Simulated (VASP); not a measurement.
# SnTe (CsCl type) (Pm-3m) in VASP: further runs

The runs below take SnTe (CsCl type) through single point, relaxation of cell and atoms, with PBE.

All numbers are computed with VASP 6.6.1; they aren't measurements. Logs are shortened: lines on timing, memory, paths and dates and some standing lists are left out, and cuts for length are marked.

### 1 The cell of the first run

It takes space group Pm-3m (No. 221, cubic). Conventional cell: a = 3.893 Å, b = 3.893 Å, c = 3.893 Å, α = 90.00°, β = 90.00°, γ = 90.00°. Within 4.4 Å of Sn (site symmetry m-3m) lie 8 Te at 3.37 Å and 6 Sn at 3.89 Å. Te (site symmetry m-3m) has 8 Sn at 3.37 Å and 6 Te at 3.89 Å within 4.4 Å.

### 2 Single point, PBE

INCAR

```
PREC = Accurate
ENCUT = 520
EDIFF = 1E-7
ISMEAR = -1
SIGMA = 0.05
LREAL = F
LASPH = T
NELM = 80
ALGO = Normal
ISIF = 2
LWAVE = F
LCHARG = F
GGA = PE
NBANDS = 17
```

KPOINTS

```
Automatic mesh
0
Gamma
  12 12 12
```

POSCAR

```
SnTe
1.0
    3.8925244458      0.0000000000      0.0000000000
    0.0000000000      3.8925244458      0.0000000000
    0.0000000000      0.0000000000      3.8925244458
Sn Te
1 1
Direct
    0.0000000000      0.0000000000      0.0000000000
    0.5000000000      0.5000000000      0.5000000000
```

Potentials or basis: VASP PAW PBE potentials, release 64 (Sn_d, Te).

Launch:

```console
> cat potpaw_PBE.64/Sn_d/POTCAR potpaw_PBE.64/Te/POTCAR > POTCAR
> mpirun -np 1 vasp_std > vasp.out
```

OUTCAR:

```text
PREC = Accurate
   ENCUT = 520
   EDIFF = 1E-7
   ISMEAR = -1
   LREAL = F
   LASPH = T
   NELM = 80
   ISIF = 2
   GGA = PE

 ion  position               nearest neighbor table
   1  0.000  0.000  0.000-   2 3.37   2 3.37   2 3.37   2 3.37   2 3.37   2 3.37   2 3.37   2 3.37

   2  0.500  0.500  0.500-   1 3.37   1 3.37   1 3.37   1 3.37   1 3.37   1 3.37   1 3.37   1 3.37

  LATTYP: Found a simple cubic cell.
 ALAT       =     3.8925244458

  Lattice vectors:

 A1 = (   3.8925244458,   0.0000000000,   0.0000000000)
 A2 = (   0.0000000000,   3.8925244458,   0.0000000000)
 A3 = (   0.0000000000,   0.0000000000,   3.8925244458)

Analysis of symmetry for initial positions (statically):
=====================================================================
 Subroutine PRICEL returns:
 Original cell was already a primitive cell.

 Routine SETGRP: Setting up the symmetry group for a
 simple cubic supercell.

 Subroutine GETGRP returns: Found 48 space group operations
 (whereof 48 operations were pure point group operations)
 out of a pool of 48 trial point group operations.

The static configuration has the point symmetry O_h .

Analysis of symmetry for dynamics (positions and initial velocities):
=====================================================================
 Subroutine PRICEL returns:
 Original cell was already a primitive cell.

 Routine SETGRP: Setting up the symmetry group for a
 simple cubic supercell.

 Subroutine GETGRP returns: Found 48 space group operations
 (whereof 48 operations were pure point group operations)
 out of a pool of 48 trial point group operations.

The dynamic configuration has the point symmetry O_h .

 Subroutine INISYM returns: Found 48 space group operations
 (whereof 48 operations are pure point group operations),
 and found     1 'primitive' translations

----------------------------------------------------------------------------------------

                                     Primitive cell

  volume of cell :      58.9785

  direct lattice vectors                    reciprocal lattice vectors
     3.892524446  0.000000000  0.000000000     0.256902690  0.000000000  0.000000000
     0.000000000  3.892524446  0.000000000     0.000000000  0.256902690  0.000000000
     0.000000000  0.000000000  3.892524446     0.000000000  0.000000000  0.256902690

  length of vectors
     3.892524446  3.892524446  3.892524446     0.256902690  0.256902690  0.256902690

  position of ions in fractional coordinates (direct lattice)
     0.000000000  0.000000000  0.000000000
[... 77 lines left out ...]
   NELM   =     80;   NELMIN=  2; NELMDL= -5     # of ELM steps
   EDIFF  = 0.1E-06   stopping-criterion for ELM
   LREAL  =      F    real-space projection
   EDIFFG = 0.1E-05   stopping-criterion for IOM
   NSW    =      0    number of steps for IOM
   IBRION =     -1    ionic relax: 0-MD 1-quasi-New 2-CG
   NFREE  =      0    steps in history (QN), initial steepest desc. (CG)
   ISIF   =      2    stress and relaxation
   ISYM   =      2    0-nonsym 1-usesym 2-fastsym
   POTIM  = 0.5000    time-step for ionic-motion
   TEBEG  =    0.0;   TEEND  =   0.0 temperature during run
   PSTRESS=    0.0 pullay stress
   NELECT =      20.0000    total number of electrons
   NUPDOWN=      -1.0000    fix difference up-down
   EMIN   =  10.00;   EMAX   =-10.00  energy-range for DOS
   EFERMI =   0.00;   METHOD = LEGACY
   ISMEAR =    -1;   SIGMA  =   0.05  broadening in eV -4-tet -1-fermi 0-gaus
   EFERMI_NEDOS =   21; number of points for ismear=-14 and -15
   IALGO  =     38    algorithm
   IMIX   =      4    mixing-type and parameters
     AMIX     =   0.40;   BMIX     =  1.00
     AMIX_MAG =   1.60;   BMIX_MAG =  1.00
  volume/ion in A,a.u.               =      29.49       199.00
  Fermi-wavevector in a.u.,A,eV,Ry     =   1.141616  2.157342 17.732306  1.303288
  Thomas-Fermi vector in A             =   2.278316
   LORBIT       =      0    0 simple, 1 ext, 2 COOP (PROOUT), +10 PAW based schemes
   GGA     = PE    functional components
   LHFCALC =     F    Hartree Fock is set to
   AEXX    =    0.0000 exact exchange contribution
   IVDW    =     0    specifies the selected vdW correction
   LEPSILON=     F    determine dielectric tensor
   LRPA    =     F    only Hartree local field effects (RPA)
 non-spin polarized calculation
  energy-cutoff  :      520.00
  volume of cell :       58.98
 maximum number of plane-waves:      1622
 NGX is ok and might be reduce to    30
   NGX = 15   NGY = 15   NGZ = 15

 number of electron      19.9999983 magnetization

 Free energy of the ion-electron system (eV)
  ---------------------------------------------------
  ext. energy  EPLUGINS =         0.00000000
  ---------------------------------------------------
  free energy    TOTEN  =        -7.08871029 eV

  energy without entropy =       -7.07954879  energy(sigma->0) =       -7.08412954

 E-fermi :   7.1591     XC(G=0):  -9.9171

 val. band max:        7.1552068622   @ k =   0.5000   0.5000   0.3333
 cond. band min:       7.1684549119   @ k =   0.5000   0.2500   0.0000
 fundamental gap:      0.0132480497
 Fermi energy:         7.1590991333

 k-point     1 :       0.0000    0.0000    0.0000
  band No.  band energies     occupation
      1     -14.4793      2.00000
      2     -14.4793      2.00000
      3     -14.4405      2.00000
      4     -14.4405      2.00000
      5     -14.4405      2.00000
      6      -5.2076      2.00000
[... 457 lines left out ...]
      4     -14.4472      2.00000
      5     -14.4353      2.00000
      6      -3.5284      2.00000
[... 9 lines left out ...]
     16      15.2870      0.00000
     17      15.8763      0.00000

 [... further k-points ...]

------------------------ aborting loop because EDIFF is reached ----------------------------------------

  FORCE on cell =-STRESS in cart. coord.  units (eV):
  Direction    XX          YY          ZZ          XY          YZ          ZX
  --------------------------------------------------------------------------------------
  -------------------------------------------------------------------------------------
  Total       -0.0061728     -0.0061728     -0.0061728     -0.0000000      0.0000000     -0.0000000
  in kB       -0.1676859     -0.1676859     -0.1676859     -0.0000000      0.0000000     -0.0000000
  external PRESSURE =      -0.1676859 kB  Pullay stress =       0.0000000 kB

 VOLUME and BASIS-vectors are now :
 -----------------------------------------------------------------------------
  energy-cutoff  :      520.00
  volume of cell :       58.98
      direct lattice vectors                 reciprocal lattice vectors
     3.892524446  0.000000000  0.000000000     0.256902690  0.000000000  0.000000000
     0.000000000  3.892524446  0.000000000     0.000000000  0.256902690  0.000000000
     0.000000000  0.000000000  3.892524446     0.000000000  0.000000000  0.256902690

 POSITION                                       TOTAL-FORCE (eV/Angst)
 -----------------------------------------------------------------------------------
      0.00000      0.00000      0.00000         0.000000      0.000000      0.000000
      1.94626      1.94626      1.94626         0.000000      0.000000      0.000000
 -----------------------------------------------------------------------------------
    total drift:                                0.000000     -0.000000     -0.000000

  FREE ENERGIE OF THE ION-ELECTRON SYSTEM (eV)
  ---------------------------------------------------
  free  energy   TOTEN  =        -7.0887102891 eV

  energy  without entropy=       -7.0795487887  energy(sigma->0) =       -7.08412954
```

stdout:

```text
POSCAR found type information on POSCAR SnTe
 POSCAR found :  2 types and       2 ions
 scaLAPACK will be used
 LDA part: xc-table for (Slater+PW92), standard interpolation
 POSCAR, INCAR and KPOINTS ok, starting setup
 FFT: planning ... GRIDC
 FFT: planning ... GRID_SOFT
 FFT: planning ... GRID
 WAVECAR not read
 entering main loop
```

Run time: 62 s. Hardware: 1 thread of Intel Xeon Platinum 8488C (Sapphire Rapids), shared host; peak memory 0.23 GiB.

Results:

| Item | Value |
| --- | --- |
| Free energy | -7.0887 eV |
| Pressure | 0.0 GPa |
| Band gap on the k mesh | zero (band 10 reaches 7.62 eV, above the bottom of band 11 at 5.83 eV) |

Caveat: spin-orbit coupling is left out, which moves the levels of the heavy elements.

### 3 Single point, PBE

INCAR

```
SYSTEM = SnTe
  ALGO = Normal
  EDIFF = 1E-7
  ENCUT = 520
  GGA = PE
  ISIF = 2
  ISMEAR = -1
  LASPH = .TRUE.
  LCHARG = .FALSE.
  LREAL = .FALSE.
  LWAVE = .FALSE.
  NBANDS = 17
  NELM = 60
  PREC = Accurate
  SIGMA = 0.05
```

KPOINTS

```
k-points
0
G
  12 12 12
  0 0 0
```

POSCAR is that of step 2.

Potentials or basis: VASP PAW PBE potentials, release 64 (Sn_d, Te).

Launch:

```console
> cat potpaw_PBE.64/Sn_d/POTCAR potpaw_PBE.64/Te/POTCAR > POTCAR
> mpirun -np 1 vasp_std > vasp.out
```

Wall time 56 s (1 thread of Intel Xeon Platinum 8488C (Sapphire Rapids), shared host); peak memory 0.23 GiB.

It converged, with:

* Free energy: -7.0887 eV
* Pressure: 0.0 GPa
* Band gap on the k mesh: zero (band 10 reaches 7.62 eV, above the bottom of band 11 at 5.83 eV)

Levels at points of the mesh, in eV from the Fermi level:
```csv
k point,band 6,band 7,band 8,band 9,band 10,band 11,band 12,band 13,band 14,band 15
"(0.00, 0.00, 0.00)",-12.37,-5.29,-1.74,-1.74,-1.74,3.57,3.57,5.41,5.41,5.41
"(0.50, 0.00, 0.00)",-11.16,-8.20,-0.24,-0.24,0.03,0.20,2.18,2.18,5.38,6.21
"(0.50, 0.50, 0.00)",-10.35,-6.39,-4.81,-4.81,0.31,3.39,3.82,3.82,5.98,7.28
"(0.50, 0.50, 0.50)",-9.82,-5.25,-2.88,-2.88,-2.88,-1.33,-1.33,-1.33,14.03,14.03
```

Caveat: spin-orbit coupling is left out, which moves the levels of the heavy elements.

### 4 Relaxation of cell and atoms, PBE, target pressure 0.015 GPa, at which the enthalpy is minimised

INCAR

```
SYSTEM = SnTe
ALGO     = Normal         ! electronic algorithm
EDIFF    = 1E-6           ! SCF threshold, eV
EDIFFG   = -0.005         ! ionic threshold
ENCUT    = 600            ! plane-wave cutoff, eV
GGA      = PE             ! functional
IBRION   = 2              ! ionic algorithm
ISIF     = 3              ! what is computed and relaxed
ISMEAR   = -1             ! smearing method
LASPH    = .True.         ! aspherical terms in the spheres
LCHARG   = .False.        ! write CHGCAR
LREAL    = .False.        ! projectors in reciprocal space
LWAVE    = .False.        ! write WAVECAR
NELM     = 100            ! most SCF steps
NSW      = 32             ! ionic steps
PREC     = Accurate       ! precision mode
PSTRESS  = 0.15         
SIGMA    = 0.05           ! smearing width, eV
```

KPOINTS

```
k-points
0
Gamma
  12 12 12
  0 0 0
```

POSCAR is that of step 3.

Potentials or basis: VASP PAW PBE potentials, release 64 (Sn_d, Te).

Launch:

```console
> cat potpaw_PBE.64/Sn_d/POTCAR potpaw_PBE.64/Te/POTCAR > POTCAR
> mpirun -np 1 vasp_std > vasp.out
```

OUTCAR:

```text
SYSTEM = SnTe
   EDIFF = 1E-6
   EDIFFG = -0.005
   ENCUT = 600
   GGA = PE
   IBRION = 2
   ISIF = 3
   ISMEAR = -1
   LASPH = .True.
   LREAL = .False.
   NELM = 100
   NSW = 32
   PREC = Accurate
   PSTRESS = 0.15

 ion  position               nearest neighbor table
   1  0.000  0.000  0.000-   2 3.37   2 3.37   2 3.37   2 3.37   2 3.37   2 3.37   2 3.37   2 3.37

   2  0.500  0.500  0.500-   1 3.37   1 3.37   1 3.37   1 3.37   1 3.37   1 3.37   1 3.37   1 3.37

  LATTYP: Found a simple cubic cell.
 ALAT       =     3.8925244458
[... 602 lines left out ...]
  Direction    XX          YY          ZZ          XY          YZ          ZX
  --------------------------------------------------------------------------------------
  -------------------------------------------------------------------------------------
  Total       -0.0025143     -0.0025143     -0.0025143      0.0000000      0.0000000     -0.0000000
  in kB       -0.0683018     -0.0683018     -0.0683018      0.0000000      0.0000000     -0.0000000
  external PRESSURE =      -0.2183018 kB  Pullay stress =       0.1500000 kB

 VOLUME and BASIS-vectors are now :
 -----------------------------------------------------------------------------
  energy-cutoff  :      600.00
  volume of cell :       58.98
      direct lattice vectors                 reciprocal lattice vectors
     3.892524446  0.000000000  0.000000000     0.256902690  0.000000000  0.000000000
     0.000000000  3.892524446  0.000000000     0.000000000  0.256902690  0.000000000
     0.000000000  0.000000000  3.892524446     0.000000000  0.000000000  0.256902690

 POSITION                                       TOTAL-FORCE (eV/Angst)
 -----------------------------------------------------------------------------------
      0.00000      0.00000      0.00000         0.000000      0.000000      0.000000
      1.94626      1.94626      1.94626         0.000000      0.000000      0.000000
 -----------------------------------------------------------------------------------
    total drift:                                0.000000      0.000000      0.000000

  FREE ENERGIE OF THE ION-ELECTRON SYSTEM (eV)
  ---------------------------------------------------
  free  energy   TOTEN  =        -7.0887417704 eV

  energy  without entropy=       -7.0795806441  energy(sigma->0) =       -7.08416121

  enthalpy is  TOTEN    =        -7.0832200460 eV   P V=        0.0055217244

 reached required accuracy - stopping structural energy minimisation
```

OSZICAR:

```text
N       E                     dE             d eps       ncg     rms          rms(c)
DAV:   1     0.128689136804E+03    0.12869E+03   -0.10605E+04  2376   0.185E+03
DAV:   2     0.387010403100E+01   -0.12482E+03   -0.12271E+03  2472   0.399E+02
DAV:   3    -0.689597062657E+01   -0.10766E+02   -0.10437E+02  3060   0.100E+02
DAV:   4    -0.716998886426E+01   -0.27402E+00   -0.27357E+00  2702   0.173E+01
DAV:   5    -0.718143911413E+01   -0.11450E-01   -0.11450E-01  3602   0.342E+00    0.458E+00
DAV:   6    -0.708990415308E+01    0.91535E-01   -0.24439E-01  3226   0.371E+00    0.296E+00
DAV:   7    -0.708893506438E+01    0.96909E-03   -0.36015E-02  2934   0.110E+00    0.110E+00
DAV:   8    -0.708870899175E+01    0.22607E-03   -0.34113E-03  2694   0.563E-01    0.154E-01
DAV:   9    -0.708873405197E+01   -0.25060E-04   -0.38117E-04  2968   0.154E-01    0.461E-02
DAV:  10    -0.708873873074E+01   -0.46788E-05   -0.25863E-05  2856   0.362E-02    0.262E-02
DAV:  11    -0.708874215748E+01   -0.34267E-05   -0.56200E-06  2664   0.205E-02    0.531E-03
DAV:  12    -0.708874177040E+01    0.38708E-06   -0.13010E-07  1398   0.359E-03
   1 F= -.70832200E+01 E0= -.70786395E+01  d E =-.708322E+01
```

CONTCAR:

```text
SnTe
   1.00000000000000
     3.8925244457999999    0.0000000000000000    0.0000000000000000
     0.0000000000000000    3.8925244457999999    0.0000000000000000
     0.0000000000000000    0.0000000000000000    3.8925244457999999
  Sn              Te
     1     1
Direct
     0.0000000000000000    0.0000000000000000    0.0000000000000000
     0.5000000000000000    0.5000000000000000    0.5000000000000000

  0.00000000E+00  0.00000000E+00  0.00000000E+00
  0.00000000E+00  0.00000000E+00  0.00000000E+00
```

Run time: 1.8 min. Hardware: 1 thread of AMD EPYC 7R13, shared host; peak memory 0.21 GiB.

Results:

| Property | Result |
| --- | --- |
| Free energy | -7.0887 eV |
| Pressure after relaxing | 0.0 GPa |
| Band gap on the k mesh | zero (band 10 reaches 7.62 eV, above the bottom of band 11 at 5.83 eV) |

Final structure:
```
Sn Te
1.0
     3.89252    0.00000    0.00000
     0.00000    3.89252    0.00000
     0.00000    0.00000    3.89252
Sn Te
1 1
Direct
  0.00000 0.00000 0.00000
  0.50000 0.50000 0.50000
```

Levels at points of the mesh, in eV from the Fermi level:
| k point | band 6 | band 7 | band 8 | band 9 | band 10 | band 11 | band 12 | band 13 | band 14 |
| --- | --- | --- | --- | --- | --- | --- | --- | --- | --- |
| (0.00, 0.00, 0.00) | -12.37 | -5.29 | -1.74 | -1.74 | -1.74 | 3.57 | 3.57 | 5.41 | 5.41 |
| (0.50, 0.00, 0.00) | -11.16 | -8.21 | -0.24 | -0.24 | 0.03 | 0.20 | 2.18 | 2.18 | 5.38 |
| (0.50, 0.50, 0.00) | -10.35 | -6.39 | -4.81 | -4.81 | 0.31 | 3.39 | 3.82 | 3.82 | 5.98 |
| (0.50, 0.50, 0.50) | -9.82 | -5.25 | -2.88 | -2.88 | -2.88 | -1.33 | -1.33 | -1.33 | 14.03 |

Caveat: the relaxation stopped at its first step, so nothing moved; the cell is relaxed towards a set pressure, so the enthalpy falls and the energy may rise; spin-orbit coupling is left out, which moves the levels of the heavy elements.

[end of part 1 of 2]
